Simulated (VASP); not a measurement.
# Ni (P6_3/mmc) in VASP: notebook, part 2 of 2

VASP 6.6.1. Earlier steps stand in the parts before.

## Step 3: Single point, BLYP, collinear spin, ferromagnetic start (11.92 Å³/atom)

This run uses another cell than the first one, of 11.92 Å³/atom.

Input file INCAR:

```
SYSTEM = Ni
  PREC = Accurate
  ENCUT = 520
  EDIFF = 1E-7
  ISMEAR = -1
  SIGMA = 0.05
  LREAL = .False.
  LASPH = .True.
  NELM = 150
  ALGO = Normal
  ISIF = 2
  LWAVE = .False.
  LCHARG = .True.
  ISPIN = 2
  MAGMOM = 0.667 0.667 0.676 0.676
  LORBIT = 11
  LMAXMIX = 4
  GGA = B5
  ALDAX = 1.0
  AGGAX = 1.0
  AGGAC = 1.0
  ALDAC = 0.0
  LELF = .True.
  LVHAR = .True.
  NBANDS = 32
```

Input file KPOINTS:

```
Automatic mesh
0
Gamma
  16 16 5
  0 0 0
```

Input file POSCAR:

```
Ni
1.0
    2.5613599966      0.0000000000      0.0000000000
   -1.2806799983      2.2182028253      0.0000000000
    0.0000000000      0.0000000000      8.3929737861
Ni
4
Direct
    0.0000000000      0.0000000000      1.0000000000
    0.0000000000      0.0000000000      0.5000000000
    0.3333333333      0.6666666667      0.2500000000
    0.6666666667      0.3333333333      0.7500000000
```

Potentials or basis: VASP PAW PBE potentials, release 64 (Ni).

The run is started by

```console
$ cat potpaw_PBE.64/Ni/POTCAR > POTCAR
$ mpirun -np 1 vasp_std > vasp.out
```

It took 2.4 min on 1 thread of Intel Xeon 6975P-C (Granite Rapids), shared host; peak memory 0.3 GiB.

It converged, with:

| Item | Value |
| --- | --- |
| Free energy | -18.3795 eV |
| Pressure | -5.9 GPa |
| Net moment | 2.43 μB per cell |
| Site moments | Ni +0.62, +0.63 (each value once) μB |
| Valence electrons inside the program's atomic spheres | Ni 9.21 |

Stress tensor (GPa, compression positive):
```
-6.04  0.00  0.00
 0.00 -6.04  0.00
 0.00  0.00 -5.59
```

Levels at points of the mesh, in eV from the Fermi level:
Spin up:
```csv
k point,band 19,band 20,band 21,band 22,band 23,band 24
"(0.00, 0.00, 0.00)",-1.11,-0.92,-0.92,-0.63,-0.63,0.07
"(0.50, 0.00, 0.00)",-0.52,-0.50,0.50,1.52,2.18,2.70
```
Spin down:
```tsv
k point	band 16	band 17	band 18	band 19	band 20	band 21
(0.00, 0.00, 0.00)	-0.79	-0.79	-0.50	-0.50	-0.27	-0.27
(0.50, 0.00, 0.00)	0.14	0.18	0.25	0.27	0.30	0.59
```

Caveat: the cell stands under tension; the PAW data sets were made with another functional, which shifts forces and pressure a little.

## Step 4: Single point, BLYP, collinear spin, ferromagnetic start

Input file INCAR:

```
PREC     = Accurate       # precision mode
ENCUT    = 520            # plane-wave cutoff, eV
EDIFF    = 1E-7           # SCF threshold, eV
ISMEAR   = -1             # smearing method
SIGMA    = 0.05           # smearing width, eV
LREAL    = F              # projectors in reciprocal space
LASPH    = T              # aspherical terms in the spheres
NELM     = 150            # most SCF steps
ALGO     = Normal         # electronic algorithm
ISIF     = 2              # what is computed and relaxed
LWAVE    = F              # write WAVECAR
LCHARG   = F              # write CHGCAR
ISPIN    = 2              # spin polarisation
MAGMOM   = 0.657 0.657 0.668 0.668 # initial moments
LORBIT   = 11             # projections on sites
LMAXMIX  = 4              # l up to which the mixer works
GGA      = B5             # functional
ALDAX    = 1.0          
AGGAX    = 1.0          
AGGAC    = 1.0          
ALDAC    = 0.0          
NBANDS   = 32             # bands
```

Input file KPOINTS:

```
regular mesh
0
Gamma
  19 19 5
```

Input file POSCAR:

```
Ni
1.0
    2.5280918155      0.0000000000      0.0000000000
   -1.2640459078      2.1893917353      0.0000000000
    0.0000000000      0.0000000000      8.2839617877
Ni
4
Direct
    0.0000000000      0.0000000000      1.0000000000
    0.0000000000      0.0000000000      0.5000000000
    0.3333333333      0.6666666667      0.2500000000
    0.6666666667      0.3333333333      0.7500000000
```

The run is started by

```console
$ cat potpaw_PBE.64/Ni/POTCAR > POTCAR
$ mpirun -np 1 vasp_std > vasp.out
```

It took 3.6 min on 1 thread of Intel Xeon 6975P-C (Granite Rapids), shared host; peak memory 0.34 GiB.

It converged, with:

```
Free energy                                           : -18.4146 eV
Pressure                                              : 0.2 GPa
Net moment                                            : 2.49 μB per cell
Site moments                                          : Ni +0.63, +0.64 (each value once) μB
Valence electrons inside the program's atomic spheres : Ni 9.27
```

Stress tensor (GPa, compression positive):
```
0.13 0.00 0.00
0.00 0.13 0.00
0.00 0.00 0.24
```

Levels at points of the mesh, in eV from the Fermi level:
Spin up:
```
           k point  band 19  band 20  band 21  band 22  band 23  band 24
(0.00, 0.00, 0.00)    -1.15    -0.94    -0.94    -0.63    -0.63     0.00
```
Spin down:
| k point | band 16 | band 17 | band 18 | band 19 | band 20 | band 21 |
| --- | --- | --- | --- | --- | --- | --- |
| (0.00, 0.00, 0.00) | -0.83 | -0.83 | -0.52 | -0.52 | -0.28 | -0.28 |

Caveat: the PAW data sets were made with another functional, which shifts forces and pressure a little.

## Step 5: Single point, BLYP, collinear spin, ferromagnetic start

Input file INCAR:

```
PREC = Accurate ; ENCUT = 520
EDIFF = 1E-6 ; ISMEAR = -1
SIGMA = 0.05 ; LREAL = False
LASPH = True ; NELM = 150
ALGO = Normal ; ISIF = 2
LWAVE = False ; LCHARG = True
ISPIN = 2 ; MAGMOM = 0.8 0.8 0.8 0.8
LORBIT = 11 ; LMAXMIX = 4
GGA = B5 ; ALDAX = 1.0
AGGAX = 1.0 ; AGGAC = 1.0
ALDAC = 0.0 ; LELF = True
LVHAR = True ; NBANDS = 32
```

Input file KPOINTS:

```
Automatic mesh
0
Gamma
  14 14 4
```

POSCAR is that of step 4.

The run is started by

```console
$ cat potpaw_PBE.64/Ni/POTCAR > POTCAR
$ mpirun -np 1 vasp_std > vasp.out
```

Run time: 2.9 min. Hardware: 1 thread of Intel Xeon Platinum 8488C (Sapphire Rapids), shared host; peak memory 0.27 GiB.

Results (log left out):

- Free energy: -18.4073 eV
- Pressure: 0.1 GPa
- Net moment: 2.40 μB per cell
- Site moments: Ni +0.61, +0.62 (each value once) μB
- Valence electrons inside the program's atomic spheres: Ni 9.27

Stress tensor (GPa, compression positive):
```
0.03 0.00 0.00
0.00 0.03 0.00
0.00 0.00 0.13
```

Levels at points of the mesh, in eV from the Fermi level:
Spin up:
| k point | band 19 | band 20 | band 21 | band 22 | band 23 | band 24 |
| --- | --- | --- | --- | --- | --- | --- |
| (0.00, 0.00, 0.00) | -1.13 | -0.93 | -0.93 | -0.62 | -0.62 | 0.01 |
| (0.50, 0.00, 0.00) | -0.49 | -0.47 | 0.47 | 1.51 | 2.27 | 2.81 |
| (0.00, 0.00, 0.50) | -1.25 | -1.25 | -0.75 | -0.75 | -0.75 | -0.75 |
| (0.50, 0.00, 0.50) | -0.49 | -0.49 | 1.24 | 1.24 | 2.60 | 2.60 |
Spin down:
| k point | band 15 | band 16 | band 17 | band 18 | band 19 | band 20 | band 21 | band 22 |
| --- | --- | --- | --- | --- | --- | --- | --- | --- |
| (0.00, 0.00, 0.00) | -1.35 | -0.83 | -0.83 | -0.52 | -0.52 | -0.29 | -0.29 | -0.03 |
| (0.50, 0.00, 0.00) | 0.13 | 0.15 | 0.19 | 0.26 | 0.29 | 0.32 | 0.56 | 1.53 |
| (0.00, 0.00, 0.50) | -1.38 | -1.38 | -0.68 | -0.68 | -0.68 | -0.68 | -0.08 | -0.08 |
| (0.50, 0.00, 0.50) | -0.20 | -0.20 | 0.15 | 0.15 | 0.26 | 0.26 | 1.57 | 1.57 |

Caveat: the PAW data sets were made with another functional, which shifts forces and pressure a little.

## Step 6: Single point, BLYP, collinear spin, ferromagnetic start (10.09 Å³/atom)

This run uses another cell than the first one, of 10.09 Å³/atom.

Input file INCAR:

```
PREC = Accurate
ENCUT = 520
EDIFF = 1E-6
ISMEAR = -1
SIGMA = 0.05
LREAL = False
LASPH = True
NELM = 150
ALGO = Normal
ISIF = 2
LWAVE = False
LCHARG = True
ISPIN = 2
MAGMOM = 0.667 0.667 0.676 0.676
LORBIT = 11
LMAXMIX = 4
GGA = B5
ALDAX = 1.0
AGGAX = 1.0
AGGAC = 1.0
ALDAC = 0.0
LELF = True
LVHAR = True
NBANDS = 32
```

Input file KPOINTS:

```
Automatic mesh
0
Gamma
  16 16 5
```

Input file POSCAR:

```
Ni
1.0
    2.4226298651      0.0000000000      0.0000000000
   -1.2113149325      2.0980590071      0.0000000000
    0.0000000000      0.0000000000      7.9383878009
Ni
4
Direct
    0.0000000000      0.0000000000      1.0000000000
    0.0000000000      0.0000000000      0.5000000000
    0.3333333333      0.6666666667      0.2500000000
    0.6666666667      0.3333333333      0.7500000000
```

Potentials or basis: VASP PAW PBE potentials, release 64 (Ni).

The run is started by

```console
$ cat potpaw_PBE.64/Ni/POTCAR > POTCAR
$ mpirun -np 1 vasp_std > vasp.out
```

Run time: 3.8 min. Hardware: 1 thread of Intel Xeon Platinum 8488C (Sapphire Rapids), shared host; peak memory 0.27 GiB.

Results (log left out):

```yaml
Free_energy: -17.9693 eV
Pressure: 29.2 GPa
Net_moment: 2.29 μB per cell
Site_moments: Ni +0.57, +0.58 (each value once) μB
Valence_electrons_inside_the_program's_atomic_spheres: Ni 9.49
```

Stress tensor (GPa, compression positive):
```
28.98  0.00  0.00
 0.00 28.98  0.00
 0.00  0.00 29.75
```

Levels at points of the mesh, in eV from the Fermi level:
Spin up:
| k point | band 19 | band 20 | band 21 | band 22 | band 23 | band 24 |
| --- | --- | --- | --- | --- | --- | --- |
| (0.00, 0.00, 0.00) | -1.22 | -0.97 | -0.97 | -0.59 | -0.59 | -0.23 |
| (0.50, 0.00, 0.00) | -0.41 | -0.41 | 0.35 | 1.49 | 2.61 | 3.19 |
Spin down:
```tsv
k point	band 15	band 16	band 17	band 18	band 19	band 20	band 21	band 22	band 23	band 24
(0.00, 0.00, 0.00)	-1.65	-1.00	-1.00	-0.63	-0.63	-0.35	-0.35	-0.24	0.08	0.08
(0.50, 0.00, 0.00)	0.15	0.17	0.22	0.30	0.33	0.36	0.45	1.52	2.93	3.49
```

Caveat: the cell stands under pressure; the PAW data sets were made with another functional, which shifts forces and pressure a little.

## Step 7: Overview

```csv
cell,k mesh,gap on the mesh (eV),pressure (GPa),moment (μB)
"a = 2.528, b = 2.528, c = 8.284 Å, angles 90.0, 90.0, 120.0°, 4 atoms",16 × 16 × 5,none,0.0,2.39
"a = 2.561, b = 2.561, c = 8.393 Å, angles 90.0, 90.0, 120.0°, 4 atoms",16 × 16 × 5,none,-5.9,2.43
"a = 2.528, b = 2.528, c = 8.284 Å, angles 90.0, 90.0, 120.0°, 4 atoms",19 × 19 × 5,none,0.2,2.49
"a = 2.528, b = 2.528, c = 8.284 Å, angles 90.0, 90.0, 120.0°, 4 atoms",14 × 14 × 4,none,0.1,2.40
"a = 2.423, b = 2.423, c = 7.938 Å, angles 90.0, 90.0, 120.0°, 4 atoms",16 × 16 × 5,none,29.2,2.29
```

Alike in all rows: task single point; level BLYP; potentials or basis VASP PAW PBE potentials, release 64 (Ni); spin collinear, ferromagnetic start; cutoff (eV) 520; smearing fermi-dirac 0.05 eV.

Caveats: the PAW data sets were made with another functional, which shifts forces and pressure a little; the cell stands under tension (at least some runs); the cell stands under pressure (at least some runs).

Total energies depend on the potentials used, so only differences within one code and one set of settings carry meaning.
